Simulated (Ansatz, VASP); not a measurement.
## Rh in VASP and in Ansatz

Contents of INCAR:

```
SYSTEM = Rh
PREC = Accurate ; ENCUT = 520
EDIFF = 1E-6 ; ISMEAR = -1
SIGMA = 0.03 ; LREAL = .False.
LASPH = .True. ; NELM = 100
ALGO = Normal ; ISIF = 2
LWAVE = .False. ; LCHARG = .False.
GGA = PE ; NBANDS = 14
```

Contents of KPOINTS:

```
Automatic mesh
0
Gamma
  16 16 16
  0 0 0
```

File POSCAR:

```
Rh
1.0
    0.0000000000      1.8887875349      1.8887875349
    1.8887875349      0.0000000000      1.8887875349
    1.8887875349      1.8887875349      0.0000000000
Rh
1
Direct
    0.0000000000      0.0000000000      0.0000000000
```

Input for Ansatz:

```yaml
crystal:
  lattice:
    - [0.0, 1.8887875349, 1.8887875349]
    - [1.8887875349, 0.0, 1.8887875349]
    - [1.8887875349, 1.8887875349, 0.0]
  atoms:
    - { symbol: Rh, position: [0.0, 0.0, 0.0] }
kpoints:
  mp_grid: { grid: [16, 16, 16] }
scf:
  occupations: { method: fermi_dirac, width: 0.03 }
hamiltonian:
  xc: pbe
  pseudopotentials: { kind: all_electron, lapw: { basis_error: 0.00025 } }
output:
  forces: true
  stress: true
  eigenvalues: true
```

Change from the starting cell: volume scaled by 0.98.

Alike in both runs: task single point; functional PBE; k mesh 16 × 16 × 16; occupations fermi-dirac, width 0.03 eV; no spin polarisation.

|  | VASP | Ansatz |
| --- | --- | --- |
| version | VASP 6.6.1 | Ansatz 0.2.0 |
| potentials or method | VASP PAW PBE potentials, release 64 (Rh_pv), cutoff 520 eV | all-electron LAPW, scalar-relativistic |

|  | VASP | Ansatz | Ansatz less VASP |
| --- | --- | --- | --- |
| pressure (GPa) | 11.9 | 11.8 | -0.07 |

Ansatz ran all-electron here, and VASP with PAW potentials.
